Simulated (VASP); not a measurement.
# BaS (F-43m) in VASP: elastic constants with PBEsol

Aim: the elastic constants of BaS with PBEsol.

Program: VASP 6.6.1. These are calculated values, not measurements. Logs are shortened: lines on timing, memory, paths and dates and some standing lists are left out, and cuts for length are marked.

### 1 The cell of the first run

The structure is cubic, space group F-43m (No. 216). The conventional cell has a = 6.937 Å, b = 6.937 Å, c = 6.937 Å, α = 90.00°, β = 90.00°, γ = 90.00°. Within 4.0 Å of Ba (site symmetry -43m) lie 4 S at 3.00 Å. Within 4.0 Å of S (site symmetry -43m) lie 4 Ba at 3.00 Å.

### 2 Elastic constants, PBEsol

INCAR reads:

```
SYSTEM = BaS
ALGO = Normal ; EDIFF = 1E-8
ENCUT = 600 ; GGA = PS
IBRION = 6 ; ISIF = 3
ISMEAR = 0 ; LASPH = .True.
LCHARG = .True. ; LREAL = .False.
LWAVE = .False. ; NELM = 80
NFREE = 2 ; NSW = 1
POTIM = 0.015 ; PREC = Accurate
SIGMA = 0.01
```

KPOINTS reads:

```
k-points
0
Gamma
  6 6 6
  0 0 0
```

POSCAR reads:

```
BaS
1.0
    0.0000000000      3.4685000000      3.4685000000
    3.4685000000      0.0000000000      3.4685000000
    3.4685000000      3.4685000000      0.0000000000
Ba S
1 1
Direct
    0.0000000000      0.0000000000      0.0000000000
    0.2500000000      0.2500000000      0.2500000000
```

Potentials or basis: VASP PAW PBE potentials, release 64 (Ba_sv, S).

The run is started by

```bash
$ cat potpaw_PBE.64/Ba_sv/POTCAR potpaw_PBE.64/S/POTCAR > POTCAR
$ mpirun -np 1 vasp_std > vasp.out
```

OUTCAR:

```text
SYSTEM = BaS
   EDIFF = 1E-8
   ENCUT = 600
   GGA = PS
   IBRION = 6
   ISIF = 3
   ISMEAR = 0
   LASPH = .True.
   LREAL = .False.
   NELM = 80
   NFREE = 2
   NSW = 1
   POTIM = 0.015
   PREC = Accurate

 ion  position               nearest neighbor table
   1  0.000  0.000  0.000-   2 3.00   2 3.00   2 3.00   2 3.00
   2  0.250  0.250  0.250-   1 3.00   1 3.00   1 3.00   1 3.00

  LATTYP: Found a face centered cubic cell.
 ALAT       =     6.9370000000

  Lattice vectors:

 A1 = (   0.0000000000,   3.4685000000,   3.4685000000)
 A2 = (   3.4685000000,   0.0000000000,   3.4685000000)
 A3 = (   3.4685000000,   3.4685000000,   0.0000000000)

Analysis of symmetry for initial positions (statically):
=====================================================================
 Subroutine PRICEL returns:
 Original cell was already a primitive cell.

 Routine SETGRP: Setting up the symmetry group for a
 face centered cubic supercell.

 Subroutine GETGRP returns: Found 24 space group operations
 (whereof 24 operations were pure point group operations)
 out of a pool of 48 trial point group operations.

The static configuration has the point symmetry T_d .

Analysis of symmetry for dynamics (positions and initial velocities):
=====================================================================
 Subroutine PRICEL returns:
 Original cell was already a primitive cell.

 Routine SETGRP: Setting up the symmetry group for a
 face centered cubic supercell.

 Subroutine GETGRP returns: Found 24 space group operations
 (whereof 24 operations were pure point group operations)
 out of a pool of 48 trial point group operations.

The dynamic configuration has the point symmetry T_d .

 Subroutine INISYM returns: Found 24 space group operations
 (whereof 24 operations are pure point group operations),
 and found     1 'primitive' translations

----------------------------------------------------------------------------------------

                                     Primitive cell

  volume of cell :      83.4555

  direct lattice vectors                    reciprocal lattice vectors
     0.000000000  3.468500000  3.468500000    -0.144154534  0.144154534  0.144154534
     3.468500000  0.000000000  3.468500000     0.144154534 -0.144154534  0.144154534
     3.468500000  3.468500000  0.000000000     0.144154534  0.144154534 -0.144154534

  length of vectors
     4.905199741  4.905199741  4.905199741     0.249682976  0.249682976  0.249682976

  position of ions in fractional coordinates (direct lattice)
     0.000000000  0.000000000  0.000000000
     0.250000000  0.250000000  0.250000000

  ion indices of the primitive-cell ions
   primitive index   ion index
                 1           1
                 2           2

----------------------------------------------------------------------------------------

 KPOINTS: k-points

Automatic generation of k-mesh.
 Grid dimensions read from file:
 generate k-points for:    6    6    6

 Generating k-lattice:

  Cartesian coordinates                     Fractional coordinates (reciprocal lattice)
    -0.024025756  0.024025756  0.024025756     0.166666667  0.000000000  0.000000000
     0.024025756 -0.024025756  0.024025756     0.000000000  0.166666667  0.000000000
     0.024025756  0.024025756 -0.024025756     0.000000000  0.000000000  0.166666667

  Length of vectors
     0.041613829  0.041613829  0.041613829

[... 209 lines left out ...]
      2     -11.1260      2.00000
      3     -11.1255      2.00000
      4     -11.1255      2.00000
      5     -10.0143      2.00000
      6      -0.8316      2.00000
      7      -0.8316      2.00000
      8      -0.8243      2.00000
      9       2.6744      0.00000
     10       4.9801      0.00000
     11       5.0968      0.00000
     12       7.0605      0.00000
[... 331 lines left out ...]
 k-point    24 :       0.5000    0.0000    0.3333
  band No.  band energies     occupation
      1     -25.9157      2.00000
      2     -11.9989      2.00000
      3     -11.2739      2.00000
      4     -11.2306      2.00000
      5      -8.9973      2.00000
      6      -1.1169      2.00000
      7      -0.1888      2.00000
      8      -0.1556      2.00000
      9       3.3665      0.00000
     10       4.5470      0.00000
     11       5.8039      0.00000
     12       6.8028      0.00000

 [... further k-points ...]

[... ionic steps 4 to 14 ...]

--------------------------------------- Ionic step       15  -------------------------------------------

 number of electron      15.9999999 magnetization

------------------------ aborting loop because EDIFF is reached ----------------------------------------
[... 67 lines left out ...]
--------------------------------------- Ionic step       17  -------------------------------------------

 number of electron      15.9999999 magnetization

 Free energy of the ion-electron system (eV)
  ---------------------------------------------------
  ext. energy  EPLUGINS =         0.00000000
  ---------------------------------------------------
  free energy    TOTEN  =       -10.15672249 eV

  energy without entropy =      -10.15672249  energy(sigma->0) =      -10.15672249

 E-fermi :  -0.0404     XC(G=0):  -7.5189

 val. band max:       -0.0969928079   @ k =  -0.3333   0.5000   0.1667
 cond. band min:       2.5900802422   @ k =   0.0000   0.0000   0.0000
 fundamental gap:      2.6870730501
 Fermi energy:        -0.0404417159

 k-point     1 :       0.0000    0.0000    0.0000
  band No.  band energies     occupation
      1     -26.0460      2.00000
      2     -11.2282      2.00000
      3     -11.2267      2.00000
      4     -11.2251      2.00000
      5     -10.0550      2.00000
      6      -0.8690      2.00000
      7      -0.8655      2.00000
      8      -0.8614      2.00000
      9       2.5901      0.00000
     10       4.9570      0.00000
     11       4.9572      0.00000
     12       6.9698      0.00000
[... 331 lines left out ...]
 k-point    24 :       0.0000    0.5000    0.1667
  band No.  band energies     occupation
      1     -26.0256      2.00000
      2     -11.9873      2.00000
      3     -11.3341      2.00000
      4     -11.2939      2.00000
      5      -9.2172      2.00000
      6      -0.8504      2.00000
      7      -0.5246      2.00000
      8      -0.4636      2.00000
      9       3.8682      0.00000
     10       4.6218      0.00000
     11       5.2784      0.00000
     12       6.1133      0.00000

 [... further k-points ...]

------------------------ aborting loop because EDIFF is reached ----------------------------------------

  FORCE on cell =-STRESS in cart. coord.  units (eV):
  Direction    XX          YY          ZZ          XY          YZ          ZX
  --------------------------------------------------------------------------------------
  -------------------------------------------------------------------------------------
  Total        0.2733944      0.2749282      0.2749282      0.0000000      0.0859930      0.0000000
  in kB        5.2486190      5.2780651      5.2780651      0.0000000      1.6508913      0.0000000
  external PRESSURE =       5.2682497 kB  Pullay stress =       0.0000000 kB
[... 17 lines left out ...]
  FREE ENERGIE OF THE ION-ELECTRON SYSTEM (eV)
  ---------------------------------------------------
  free  energy   TOTEN  =       -10.1567224882 eV

  energy  without entropy=      -10.1567224882  energy(sigma->0) =      -10.15672249

 INTERNAL STRAIN TENSORS FROM STRAINED CELLS
 ============================================

 INTERNAL STRAIN TENSOR FOR ION    1 for displacements in x,y,z  (eV/Angst):
          X           Y           Z          XY          YZ          ZX
  --------------------------------------------------------------------------------
  x     0.00000     0.00000     0.00000     0.00000     5.72961     0.00000
  y     0.00000     0.00000     0.00000    -0.00000     0.00000     5.73000
  z     0.00000     0.00000    -0.00000     5.72980     0.00000    -0.00000

 INTERNAL STRAIN TENSORS FROM DISPLACED ATOMS
 ============================================

 INTERNAL STRAIN TENSOR FOR ION    1 for displacements in x,y,z  (eV/Angst):
          X           Y           Z          XY          YZ          ZX
  --------------------------------------------------------------------------------
  x     0.00000     0.00000     0.00000     0.00000     5.73126     0.00000
  y     0.00000     0.00000     0.00000     0.00000     0.00000     5.73126
  z     0.00000     0.00000     0.00000     5.73126     0.00000     0.00000

 INTERNAL STRAIN TENSOR FOR ION    2 for displacements in x,y,z  (eV/Angst):
          X           Y           Z          XY          YZ          ZX
  --------------------------------------------------------------------------------
  x     0.00000     0.00000     0.00000     0.00000    -5.73549     0.00000
  y    -0.00000     0.00000    -0.00000     0.00000     0.00000    -5.73549
  z     0.00000     0.00000     0.00000    -5.73549     0.00000     0.00000

 Eigenvectors and eigenvalues of the dynamical matrix
 ----------------------------------------------------

   1 f  =    6.038715 THz    37.942364 2PiTHz  201.429842 cm-1    24.974106 meV
             X         Y         Z           dx          dy          dz
      0.000000  0.000000  0.000000     0.000000   -0.435010   -0.000000
      1.734250  1.734250  1.734250    -0.000000    0.900426    0.000000
[... 21 lines left out ...]
   6 f/i=    0.000509 THz     0.003199 2PiTHz    0.016983 cm-1     0.002106 meV
             X         Y         Z           dx          dy          dz
      0.000000  0.000000  0.000000     0.723070    0.487911   -0.223336
      1.734250  1.734250  1.734250     0.349326    0.235717   -0.107897

--------------------------------------------------------------------------------------------------------

 ELASTIC MODULI CONTR FROM IONIC RELAXATION (kBar)
 Direction    XX          YY          ZZ          XY          YZ          ZX
 --------------------------------------------------------------------------------
 XX          -0.0000     -0.0000     -0.0000      0.0000      0.0000     -0.0000
 YY          -0.0000     -0.0000     -0.0000      0.0000      0.0000      0.0000
 ZZ          -0.0000     -0.0000     -0.0000      0.0000      0.0000     -0.0000
 XY           0.0000      0.0000      0.0000   -162.7202      0.0000      0.0000
 YZ           0.0000      0.0000      0.0000      0.0000   -162.7202      0.0000
 ZX          -0.0000      0.0000     -0.0000      0.0000      0.0000   -162.7202
 --------------------------------------------------------------------------------

 TOTAL ELASTIC MODULI (kBar)
 Direction    XX          YY          ZZ          XY          YZ          ZX
 --------------------------------------------------------------------------------
 XX         326.5477    306.7069    306.7069      0.0000      0.0000     -0.0000
 YY         306.7069    326.5477    306.7069      0.0000      0.0000      0.0000
 ZZ         306.7069    306.7069    326.5477      0.0000      0.0000     -0.0000
 XY           0.0000      0.0000      0.0000     64.2297     -0.0000      0.0000
 YZ           0.0000      0.0000      0.0000     -0.0000     64.2297      0.0000
 ZX          -0.0000      0.0000     -0.0000      0.0000      0.0000     64.2297
 --------------------------------------------------------------------------------
```

It took 28 min on 1 thread of Oxide Virtual Turin-like, shared host; peak memory 0.31 GiB.

What came out:

| Item | Value |
| --- | --- |
| Elastic constants C11, C12, C44 | 33, 31, 6 GPa |
| Voigt bulk modulus | 31 GPa |
| Highest phonon frequency at Γ, LO-TO splitting left out | 201 cm⁻¹ |

Phonon frequencies in cm⁻¹ (negative: imaginary):
```
              q point        frequencies
(0.000, 0.000, 0.000)  0 0 0 201 201 201
```

Elastic tensor in Voigt notation (GPa, in the Cartesian axes of the cell as first typed):
```
33 31 31  0  0  0
31 33 31  0  0  0
31 31 33  0  0  0
 0  0  0  6  0  0
 0  0  0  0  6  0
 0  0  0  0  0  6
```

Clamped-ion elastic tensor (GPa):
```
33 31 31  0  0  0
31 33 31  0  0  0
31 31 33  0  0  0
 0  0  0 23  0  0
 0  0  0  0 23  0
 0  0  0  0  0 23
```

Caveat: the PAW data sets were made with another functional, which shifts forces and pressure a little; spin-orbit coupling is left out, which moves the levels of the heavy elements.
